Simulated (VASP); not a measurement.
# LiBeF3 (Amm2) in VASP: further runs

Runs on LiBeF3. Level: PBE. Tasks: single point.

All numbers are computed with VASP 6.6.1; they aren't measurements. Logs are shortened: lines on timing, memory, paths and dates and some standing lists are left out, and cuts for length are marked.

### Step 1. The cell of the first run

It takes space group Amm2 (No. 38, orthorhombic). Conventional cell: a = 2.753 Å, b = 5.202 Å, c = 8.004 Å, α = 90.00°, β = 90.00°, γ = 90.00°. Within 2.6 Å of Li (site symmetry mm2) lie 5 F at 1.92 to 2.00 Å. Within 2.0 Å of Be (site symmetry mm2) lie 4 F at 1.52 to 1.64 Å. Within 2.0 Å of F (site symmetry m) lie 1 Be at 1.52 Å and 2 Li at 1.92 Å. Within 2.2 Å of F (site symmetry mm2) lie 2 Be at 1.64 Å and 1 Li at 2.00 Å.

### Step 2. Single point, PBE (volume scaled by 0.97, then relaxed in part)

Input file INCAR:

```
SYSTEM = LiBeF3
  ALGO = Normal
  EDIFF = 1E-6
  ENCUT = 520
  GGA = PE
  ISIF = 2
  ISMEAR = 0
  LASPH = .TRUE.
  LCHARG = .FALSE.
  LREAL = .FALSE.
  LWAVE = .FALSE.
  NBANDS = 21
  NELM = 80
  PREC = Accurate
  SIGMA = 0.02
```

Input file KPOINTS:

```
k-points
0
G
  8 6 6
  0 0 0
```

Input file POSCAR:

```
LiBeF3
1.0
    2.7532546220      0.0000000000      0.0000000000
    0.0000000000      2.6009262949      4.0019485240
    0.0000000000     -2.6009262949      4.0019485240
Li Be F
1 1 3
Direct
    0.5000000000      0.6926460730      0.6926460730
    0.0000000000      0.0544649456      0.0544649456
    0.0000000000      0.9064834870      0.4030302518
    0.0000000000      0.4030302518      0.9064834870
    0.5000000000      0.9427022155      0.9427022155
```

Potentials or basis: VASP PAW PBE potentials, release 64 (Li_sv, Be, F).

Started as:

```
cat potpaw_PBE.64/Li_sv/POTCAR potpaw_PBE.64/Be/POTCAR potpaw_PBE.64/F/POTCAR > POTCAR
mpirun -np 1 vasp_std > vasp.out
```

OUTCAR:

```text
SYSTEM = LiBeF3
   EDIFF = 1E-6
   ENCUT = 520
   GGA = PE
   ISIF = 2
   ISMEAR = 0
   LASPH = .TRUE.
   LREAL = .FALSE.
   NELM = 80
   PREC = Accurate

 ion  position               nearest neighbor table
   1  0.500  0.693  0.693-   3 1.92   4 1.92   3 1.92   4 1.92   5 2.00
   2  0.000  0.054  0.054-   3 1.52   4 1.52   5 1.64   5 1.64
   3  0.000  0.906  0.403-   2 1.52   1 1.92   1 1.92
   4  0.000  0.403  0.906-   2 1.52   1 1.92   1 1.92
   5  0.500  0.943  0.943-   2 1.64   2 1.64   1 2.00

  LATTYP: Found a base centered orthorhombic cell.
 ALAT       =     5.2018525898
 B/A-ratio  =     1.5386627956
 C/A-ratio  =     0.5292834763

  Lattice vectors:

 A1 = (   0.0000000000,   2.6009262949,  -4.0019485240)
 A2 = (   0.0000000000,   2.6009262949,   4.0019485240)
 A3 = (   2.7532546220,   0.0000000000,   0.0000000000)

Analysis of symmetry for initial positions (statically):
=====================================================================
 Subroutine PRICEL returns:
 Original cell was already a primitive cell.

 Routine SETGRP: Setting up the symmetry group for a
 base centered orthorhombic supercell.

 Subroutine GETGRP returns: Found  4 space group operations
 (whereof  4 operations were pure point group operations)
 out of a pool of  8 trial point group operations.

The static configuration has the point symmetry C_2v.

Analysis of symmetry for dynamics (positions and initial velocities):
=====================================================================
 Subroutine PRICEL returns:
 Original cell was already a primitive cell.

 Routine SETGRP: Setting up the symmetry group for a
 base centered orthorhombic supercell.

 Subroutine GETGRP returns: Found  4 space group operations
 (whereof  4 operations were pure point group operations)
 out of a pool of  8 trial point group operations.

The dynamic configuration has the point symmetry C_2v.

 Subroutine INISYM returns: Found  4 space group operations
 (whereof  4 operations are pure point group operations),
 and found     1 'primitive' translations

----------------------------------------------------------------------------------------

                                     Primitive cell

  volume of cell :      57.3160

  direct lattice vectors                    reciprocal lattice vectors
     2.753254622  0.000000000  0.000000000     0.363206509  0.000000000  0.000000000
     0.000000000  2.600926295  4.001948524     0.000000000  0.192239204  0.124939138
     0.000000000 -2.600926295  4.001948524     0.000000000 -0.192239204  0.124939138

  length of vectors
     2.753254622  4.772882733  4.772882733     0.363206509  0.229272109  0.229272109

  position of ions in fractional coordinates (direct lattice)
     0.500000000  0.692646073  0.692646073
     0.000000000  0.054464946  0.054464946
     0.000000000  0.906483487  0.403030252
     0.000000000  0.403030252  0.906483487
     0.500000000  0.942702215  0.942702215

  ion indices of the primitive-cell ions
   primitive index   ion index
                 1           1
                 2           2
                 3           3
                 4           4
                 5           5

----------------------------------------------------------------------------------------

 KPOINTS: k-points

Automatic generation of k-mesh.
 Grid dimensions read from file:
 generate k-points for:    8    6    6

 Generating k-lattice:

  Cartesian coordinates                     Fractional coordinates (reciprocal lattice)
     0.045400814  0.000000000  0.000000000     0.125000000  0.000000000  0.000000000
     0.000000000  0.032039867  0.020823190     0.000000000  0.166666667  0.000000000
     0.000000000 -0.032039867  0.020823190     0.000000000  0.000000000  0.166666667

  Length of vectors
     0.045400814  0.038212018  0.038212018

  Shift w.r.t. Gamma in fractional coordinates (k-lattice)
     0.000000000  0.000000000  0.000000000

 Subroutine IBZKPT returns following result:
 ===========================================

 Found     65 irreducible k-points:

 Following reciprocal coordinates:
            Coordinates               Weight
  0.000000  0.000000  0.000000      1.000000
  0.125000  0.000000  0.000000      2.000000
  0.250000  0.000000  0.000000      2.000000
  0.375000  0.000000  0.000000      2.000000
  0.500000  0.000000  0.000000      1.000000
  0.000000  0.166667  0.000000      4.000000
[... 16 lines left out ...]
  0.250000  0.166667  0.166667      4.000000
  0.375000  0.166667  0.166667      4.000000
 [... further k-points ...]
   k-points           NKPTS =     65   k-points in BZ     NKDIM =     65   number of bands    NBANDS=     21
   number of dos      NEDOS =    301   number of ions     NIONS =      5
   total plane-waves  NPLWV =  25920
   dimension x,y,z NGX =    20 NGY =   36 NGZ =   36
   dimension x,y,z NGXF=    40 NGYF=   72 NGZF=   72
   ions per type =               1   1   3
   NGX,Y,Z   is equivalent  to a cutoff of  12.08, 12.54, 12.54 a.u.
   NGXF,Y,Z  is equivalent  to a cutoff of  24.15, 25.08, 25.08 a.u.
 SYSTEM =  LiBeF3
   PREC   = accura    normal or accurate (medium, high low for compatibility)
   ISTART =      0    job   : 0-new  1-cont  2-samecut
   ICHARG =      2    charge: 1-file 2-atom 10-const
   ISPIN  =      1    spin polarized calculation?
   LNONCOLLINEAR =      F non collinear calculations
   LSORBIT =      F    spin-orbit coupling
   LASPH  =      T    aspherical Exc in radial PAW
   ENCUT  =  520.0 eV  38.22 Ry    6.18 a.u.   5.12  8.87  8.87*2*pi/ulx,y,z
   NELM   =     80;   NELMIN=  2; NELMDL= -5     # of ELM steps
   EDIFF  = 0.1E-05   stopping-criterion for ELM
   LREAL  =      F    real-space projection
[... 7 lines left out ...]
   TEBEG  =    0.0;   TEEND  =   0.0 temperature during run
   PSTRESS=    0.0 pullay stress
   NELECT =      26.0000    total number of electrons
   NUPDOWN=      -1.0000    fix difference up-down
   EMIN   =  10.00;   EMAX   =-10.00  energy-range for DOS
   EFERMI =   0.00;   METHOD = LEGACY
   ISMEAR =     0;   SIGMA  =   0.02  broadening in eV -4-tet -1-fermi 0-gaus
   EFERMI_NEDOS =   21; number of points for ismear=-14 and -15
   IALGO  =     38    algorithm
   IMIX   =      4    mixing-type and parameters
     AMIX     =   0.40;   BMIX     =  1.00
     AMIX_MAG =   1.60;   BMIX_MAG =  1.00
  volume/ion in A,a.u.               =      11.46        77.36
  Fermi-wavevector in a.u.,A,eV,Ry     =   1.257884  2.377056 21.528124  1.582273
  Thomas-Fermi vector in A             =   2.391521
   LORBIT       =      0    0 simple, 1 ext, 2 COOP (PROOUT), +10 PAW based schemes
   GGA     = PE    functional components
   LHFCALC =     F    Hartree Fock is set to
   AEXX    =    0.0000 exact exchange contribution
   IVDW    =     0    specifies the selected vdW correction
   LEPSILON=     F    determine dielectric tensor
   LRPA    =     F    only Hartree local field effects (RPA)
 non-spin polarized calculation
 Gauss-broadening in eV      SIGMA  =   0.02
  energy-cutoff  :      520.00
  volume of cell :       57.32
 maximum number of plane-waves:      1562
   NGX = 11   NGY = 17   NGZ = 17

 number of electron      25.9999997 magnetization

 Free energy of the ion-electron system (eV)
  ---------------------------------------------------
  ext. energy  EPLUGINS =         0.00000000
  ---------------------------------------------------
  free energy    TOTEN  =       -26.78962001 eV

  energy without entropy =      -26.78962001  energy(sigma->0) =      -26.78962001

 E-fermi :  -2.9488     XC(G=0):  -8.2136

 val. band max:       -3.0293561328   @ k =   0.5000   0.5000   0.5000
 cond. band min:       4.5689826614   @ k =   0.0000   0.0000   0.0000
 fundamental gap:      7.5983387942
 Fermi energy:        -2.9488340916

 k-point     1 :       0.0000    0.0000    0.0000
  band No.  band energies     occupation
      1     -43.6899      2.00000
      2     -24.2885      2.00000
      3     -23.0503      2.00000
      4     -22.9172      2.00000
      5      -7.0336      2.00000
      6      -6.1910      2.00000
[... 13 lines left out ...]
     20      14.3188      0.00000
     21      14.5232      0.00000

 k-point     2 :       0.1250    0.0000    0.0000
  band No.  band energies     occupation
      1     -43.6857      2.00000
      2     -24.2398      2.00000
      3     -23.0409      2.00000
      4     -22.8801      2.00000
      5      -6.9845      2.00000
      6      -6.0716      2.00000
[... 13 lines left out ...]
     20      14.1834      0.00000
     21      14.8112      0.00000

 k-point     3 :       0.2500    0.0000    0.0000
  band No.  band energies     occupation
      1     -43.6759      2.00000
      2     -24.1164      2.00000
      3     -23.0235      2.00000
      4     -22.7901      2.00000
      5      -6.8556      2.00000
      6      -6.6641      2.00000
[... 13 lines left out ...]
     20      13.4997      0.00000
     21      14.9771      0.00000
[... 457 lines left out ...]
 k-point    23 :       0.2500    0.1667    0.1667
  band No.  band energies     occupation
      1     -43.6758      2.00000
      2     -24.1070      2.00000
      3     -23.0332      2.00000
      4     -22.7921      2.00000
      5      -6.9245      2.00000
      6      -6.5724      2.00000
[... 13 lines left out ...]
     20      13.5916      0.00000
     21      15.0325      0.00000

 k-point    24 :       0.3750    0.1667    0.1667
  band No.  band energies     occupation
      1     -43.6659      2.00000
      2     -23.9770      2.00000
      3     -23.0176      2.00000
      4     -22.6993      2.00000
      5      -7.3252      2.00000
      6      -6.5399      2.00000
[... 13 lines left out ...]
     20      14.0845      0.00000
     21      14.1410      0.00000

 [... further k-points ...]

------------------------ aborting loop because EDIFF is reached ----------------------------------------

  FORCE on cell =-STRESS in cart. coord.  units (eV):
  Direction    XX          YY          ZZ          XY          YZ          ZX
  --------------------------------------------------------------------------------------
  -------------------------------------------------------------------------------------
  Total        0.4517835      0.4707207      0.3727078      0.0000000      0.0000000      0.0000000
  in kB       12.6288846     13.1582459     10.4184510      0.0000000      0.0000000      0.0000000
  external PRESSURE =      12.0685272 kB  Pullay stress =       0.0000000 kB

 VOLUME and BASIS-vectors are now :
 -----------------------------------------------------------------------------
  energy-cutoff  :      520.00
  volume of cell :       57.32
      direct lattice vectors                 reciprocal lattice vectors
     2.753254622  0.000000000  0.000000000     0.363206509  0.000000000  0.000000000
     0.000000000  2.600926295  4.001948524     0.000000000  0.192239204  0.124939138
     0.000000000 -2.600926295  4.001948524     0.000000000 -0.192239204  0.124939138

 POSITION                                       TOTAL-FORCE (eV/Angst)
 -----------------------------------------------------------------------------------
      1.37663      0.00000      5.54387         0.000000      0.000000      0.016840
      0.00000      0.00000      0.43593         0.000000      0.000000     -0.015022
      0.00000      1.30944      5.24061         0.000000     -0.031104      0.012400
      0.00000     -1.30944      5.24061         0.000000      0.031104      0.012400
      1.37663      0.00000      7.54529         0.000000      0.000000     -0.026617
 -----------------------------------------------------------------------------------
    total drift:                               -0.000000     -0.000001     -0.000077

  FREE ENERGIE OF THE ION-ELECTRON SYSTEM (eV)
  ---------------------------------------------------
  free  energy   TOTEN  =       -26.7896200077 eV

  energy  without entropy=      -26.7896200077  energy(sigma->0) =      -26.78962001
```

It took 1.7 min on 1 thread of AMD EPYC 7R43 (Zen 3), shared host; peak memory 0.16 GiB.

What came out:

* Free energy: -26.7896 eV
* Largest force: 0.033 eV/Å
* Band gap on the k mesh: 7.60 eV, indirect (least direct gap 7.64 eV)

Forces on the atoms (eV/Å):
```
Li   0.000  0.000  0.017
Be   0.000  0.000 -0.015
F    0.000 -0.031  0.012
F    0.000  0.031  0.012
F    0.000  0.000 -0.027
```

Levels at points of the mesh, in eV from the valence-band top:
```
           k point  band 9  band 10  band 11  band 12  band 13  band 14  band 15  band 16  band 17  band 18
(0.00, 0.00, 0.00)   -0.88    -0.76    -0.30    -0.07    -0.04     7.60    11.66    13.27    14.12    15.02
(0.50, 0.00, 0.00)   -1.85    -1.56    -1.18    -0.85    -0.06    12.25    12.45    13.84    15.32    16.07
(0.00, 0.50, 0.00)   -1.65    -1.02    -0.44    -0.25    -0.16     9.43    10.05    12.33    15.17    15.58
(0.50, 0.50, 0.00)   -2.03    -1.48    -0.86    -0.68    -0.55    12.48    12.63    13.82    14.23    15.48
(0.00, 0.50, 0.50)   -1.57    -1.30    -0.39    -0.19    -0.05     9.56    11.04    12.67    12.93    15.64
(0.50, 0.50, 0.50)   -1.76    -1.14    -0.79    -0.75     0.00    12.00    12.92    13.26    13.97    14.66
```

Caveat: the cell differs from its parent crystal (volume scaled by 0.97, then relaxed in part); the cutoff is under 1.25 times the usual one of these potentials, so pressure, stress and relaxed cells hold a basis-set (Pulay) error. A k mesh can miss the band edges.

### Step 3. Single point, PBE

This run uses another cell than the first one, of 11.82 Å³/atom, 1.031 times its volume.

Input file INCAR:

```
PREC     = Accurate       # precision mode
ENCUT    = 520            # plane-wave cutoff, eV
EDIFF    = 1E-6           # SCF threshold, eV
ISMEAR   = 0              # smearing method
SIGMA    = 0.02           # smearing width, eV
LREAL    = F              # projectors in reciprocal space
LASPH    = T              # aspherical terms in the spheres
NELM     = 100            # most SCF steps
ALGO     = Normal         # electronic algorithm
ISIF     = 2              # what is computed and relaxed
LWAVE    = F              # write WAVECAR
LCHARG   = T              # write CHGCAR
GGA      = PE             # functional
LELF     = T              # ELF
LVHAR    = T            
NBANDS   = 21             # bands
```

Input file KPOINTS:

```
Automatic mesh
0
Gamma
  8 6 6
```

Input file POSCAR:

```
LiBeF3
1.0
    2.7677551157      0.0000000000      0.0000000000
    0.0000000000      2.6143307252      4.0830622106
    0.0000000000     -2.6143307252      4.0830622106
Li Be F
1 1 3
Direct
    0.5000000000      0.6939076256      0.6939076256
    0.0000000000      0.0547527578      0.0547527578
    0.0000000000      0.9051718368      0.4009269241
    0.0000000000      0.4009269241      0.9051718368
    0.5000000000      0.9445678287      0.9445678287
```

Potentials or basis: VASP PAW PBE potentials, release 64 (Li_sv, Be, F).

Started as:

```
cat potpaw_PBE.64/Li_sv/POTCAR potpaw_PBE.64/Be/POTCAR potpaw_PBE.64/F/POTCAR > POTCAR
mpirun -np 1 vasp_std > vasp.out
```

It took 2.2 min on 1 thread of AMD EPYC 7R43 (Zen 3), shared host; peak memory 0.18 GiB.

Results (log left out):

| Quantity | Value |
| --- | --- |
| Free energy | -26.7981 eV |
| Largest force | 0.042 eV/Å |
| Band gap on the k mesh | 7.52 eV, indirect (least direct gap 7.56 eV) |

Forces on the atoms (eV/Å):
```
Li   0.000  0.000  0.013
Be   0.000  0.000 -0.025
F    0.000 -0.038  0.019
F    0.000  0.038  0.019
F    0.000  0.000 -0.026
```

Levels at points of the mesh, in eV from the valence-band top:
```csv
k point,band 10,band 11,band 12,band 13,band 14,band 15,band 16,band 17
"(0.00, 0.00, 0.00)",-0.78,-0.30,-0.07,-0.04,7.52,11.54,13.13,13.90
"(0.50, 0.00, 0.00)",-1.51,-1.11,-0.83,-0.05,12.09,12.34,13.73,15.20
"(0.00, 0.50, 0.00)",-1.00,-0.44,-0.25,-0.16,9.34,9.89,12.19,14.79
"(0.50, 0.50, 0.00)",-1.42,-0.85,-0.65,-0.54,12.41,12.50,13.70,14.00
"(0.00, 0.50, 0.50)",-1.25,-0.38,-0.18,-0.05,9.41,10.87,12.52,12.79
"(0.50, 0.50, 0.50)",-1.13,-0.78,-0.74,0.00,11.94,12.83,13.00,13.92
```

Caveat: the cutoff is under 1.25 times the usual one of these potentials, so pressure, stress and relaxed cells hold a basis-set (Pulay) error.

### Step 4. Single point, PBE (volume scaled by 1.03, then relaxed in part)

Input file INCAR:

```
SYSTEM = LiBeF3
ALGO = Normal
EDIFF = 1E-7
ENCUT = 520
GGA = PE
ISIF = 2
ISMEAR = 0
LASPH = .TRUE.
LCHARG = .TRUE.
LELF = .TRUE.
LREAL = .FALSE.
LVHAR = .TRUE.
LWAVE = .FALSE.
NBANDS = 21
NELM = 100
PREC = Accurate
SIGMA = 0.02
```

Input file KPOINTS:

```
k-points
0
G
  8 6 6
  0 0 0
```

Input file POSCAR:

```
LiBeF3
1.0
    2.7820994881      0.0000000000      0.0000000000
    0.0000000000      2.6278160094      4.1623998803
    0.0000000000     -2.6278160094      4.1623998803
Li Be F
1 1 3
Direct
    0.5000000000      0.6938785946      0.6938785946
    0.0000000000      0.0551992572      0.0551992572
    0.0000000000      0.9041572188      0.3992525375
    0.0000000000      0.3992525375      0.9041572188
    0.5000000000      0.9468393649      0.9468393649
```

Started as:

```
cat potpaw_PBE.64/Li_sv/POTCAR potpaw_PBE.64/Be/POTCAR potpaw_PBE.64/F/POTCAR > POTCAR
mpirun -np 1 vasp_std > vasp.out
```

Wall time 2.6 min (1 thread of AMD EPYC 7R43 (Zen 3), shared host); peak memory 0.19 GiB.

The run converged. Its results:

```
Free energy            : -26.7934 eV
Largest force          : 0.039 eV/Å
Band gap on the k mesh : 7.44 eV, indirect (least direct gap 7.49 eV)
```

Forces on the atoms (eV/Å):
```
Li   0.000  0.000  0.015
Be   0.000  0.000 -0.026
F    0.000 -0.034  0.018
F    0.000  0.034  0.018
F    0.000  0.000 -0.025
```

Levels at points of the mesh, in eV from the valence-band top:
```
           k point  band 11  band 12  band 13  band 14  band 15  band 16
(0.00, 0.00, 0.00)    -0.30    -0.06    -0.04     7.44    11.43    12.97
(0.50, 0.00, 0.00)    -1.04    -0.81    -0.04    11.95    12.24    13.64
(0.00, 0.50, 0.00)    -0.43    -0.24    -0.15     9.24     9.74    12.06
(0.50, 0.50, 0.00)    -0.82    -0.62    -0.53    12.34    12.38    13.60
(0.00, 0.50, 0.50)    -0.36    -0.17    -0.05     9.27    10.71    12.39
(0.50, 0.50, 0.50)    -0.75    -0.72     0.00    11.88    12.77    12.78
```

Caveat: the cell differs from its parent crystal (volume scaled by 1.03, then relaxed in part); the cutoff is under 1.25 times the usual one of these potentials, so pressure, stress and relaxed cells hold a basis-set (Pulay) error.

### Step 5. The runs side by side

| cell | gap on the mesh (eV) | largest force (eV/Å) |
| --- | --- | --- |
| a = 2.753, b = 4.773, c = 4.773 Å, angles 66.0, 90.0, 90.0°, 5 atoms | 7.60 | 0.03 |
| a = 2.768, b = 4.848, c = 4.848 Å, angles 65.3, 90.0, 90.0°, 5 atoms | 7.52 | 0.04 |
| a = 2.782, b = 4.922, c = 4.922 Å, angles 64.5, 90.0, 90.0°, 5 atoms | 7.44 | 0.04 |

Alike in all rows: task single point; level PBE; potentials or basis VASP PAW PBE potentials, release 64 (Li_sv, Be, F); no spin polarisation; k mesh 8 × 6 × 6; cutoff (eV) 520; smearing gaussian 0.02 eV.

Caveats: the cutoff is under 1.25 times the usual one of these potentials, so pressure, stress and relaxed cells hold a basis-set (Pulay) error.

Total energies depend on the potentials used, so only differences within one code and one set of settings carry meaning.
